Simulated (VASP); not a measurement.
Wanted: the native input for a VASP 6.6.1 run.

- Task: G0W0 quasiparticle levels
- Functional: PBE
- Potentials or basis: VASP PAW PBE potentials, release 64 (Ga_d_GW, As_GW)
- Cutoff: 500 eV
- k mesh: 2 × 2 × 2
- Occupations: gaussian, width 0.01 eV
- Spin: no spin polarisation
- Dipole correction: no
- GW scheme: G0W0
- GW iterations: 1
- Cutoff of the response function: 200
- Frequency points: 48
- Empty bands: 874
- Further INCAR settings: ALGO = EVGW0; EDIFF = 1e-08; NBANDS = 883

Crystal: GaAs.

```
Ga As
1.0
     0.00000    2.82700    2.82700
     2.82700    0.00000    2.82700
     2.82700    2.82700    0.00000
Ga As
1 1
Direct
  0.00000 0.00000 0.00000
  0.25000 0.25000 0.25000
```

One way to write it, as run:

POSCAR

```
GaAs
1.0
    0.0000000000      2.8270000000      2.8270000000
    2.8270000000      0.0000000000      2.8270000000
    2.8270000000      2.8270000000      0.0000000000
Ga As
1 1
Direct
    0.0000000000      0.0000000000      0.0000000000
    0.2500000000      0.2500000000      0.2500000000
```

INCAR.step1

```
SYSTEM = GaAs
ALGO     = Normal         ! electronic algorithm
EDIFF    = 1E-8           ! SCF threshold, eV
ENCUT    = 500            ! plane-wave cutoff, eV
GGA      = PE             ! functional
ISMEAR   = 0              ! smearing method
LASPH    = .TRUE.         ! aspherical terms in the spheres
LCHARG   = .FALSE.        ! write CHGCAR
LREAL    = .FALSE.        ! projectors in reciprocal space
LWAVE    = .TRUE.         ! write WAVECAR
NELM     = 60             ! most SCF steps
PREC     = Accurate       ! precision mode
SIGMA    = 0.01           ! smearing width, eV
```

INCAR.step2

```
SYSTEM = GaAs
ALGO     = Exact          ! electronic algorithm
EDIFF    = 1E-8           ! SCF threshold, eV
ENCUT    = 500            ! plane-wave cutoff, eV
GGA      = PE             ! functional
ISMEAR   = 0              ! smearing method
ISTART   = 1            
LASPH    = .TRUE.         ! aspherical terms in the spheres
LCHARG   = .FALSE.        ! write CHGCAR
LOPTICS  = .TRUE.         ! frequency-dependent dielectric function
LREAL    = .FALSE.        ! projectors in reciprocal space
LWAVE    = .TRUE.         ! write WAVECAR
NBANDS   = 883            ! bands
NELM     = 1              ! most SCF steps
PREC     = Accurate       ! precision mode
SIGMA    = 0.01           ! smearing width, eV
```

INCAR.step3

```
SYSTEM = GaAs
ALGO     = EVGW0          ! electronic algorithm
EDIFF    = 1E-8           ! SCF threshold, eV
ENCUT    = 500            ! plane-wave cutoff, eV
ENCUTGW  = 200            ! cutoff of the response function
GGA      = PE             ! functional
ISMEAR   = 0              ! smearing method
ISTART   = 1            
LASPH    = .TRUE.         ! aspherical terms in the spheres
LCHARG   = .FALSE.        ! write CHGCAR
LREAL    = .FALSE.        ! projectors in reciprocal space
LWAVE    = .FALSE.        ! write WAVECAR
NBANDS   = 883            ! bands
NBANDSGW = 17           
NELMGW   = 1            
NOMEGA   = 48             ! frequency points
PREC     = Accurate       ! precision mode
PRECFOCK = Fast         
SIGMA    = 0.01           ! smearing width, eV
```

KPOINTS

```
k-points
0
G
  2 2 2
  0 0 0
```

Potentials or basis: VASP PAW PBE potentials, release 64 (Ga_d_GW, As_GW).

Launch:

```bash
$ cat potpaw_PBE.64/Ga_d_GW/POTCAR potpaw_PBE.64/As_GW/POTCAR > POTCAR
$ cp INCAR.step1 INCAR
$ mpirun -np 1 vasp_std > vasp.out
$ cp INCAR.step2 INCAR
$ mpirun -np 1 vasp_std > vasp.out
$ cp INCAR.step3 INCAR
$ mpirun -np 1 vasp_std > vasp.out
```

Results of the run:

The quasiparticle gap is 1.46 eV and the least direct quasiparticle gap is 1.46 eV. The band gap of the starting levels on the mesh is 0.44 eV and the least direct gap of the starting levels on the mesh is 0.44 eV.

Caveat: the k points lie up to 0.96 Å⁻¹ apart; bands, screening cutoff and mesh are small and nothing is extrapolated, so the quasiparticle values aren't converged.

Wall time 3.3 min on 1 thread of Intel Xeon 8259CL, with other jobs on the host, peak memory 0.4 GiB.
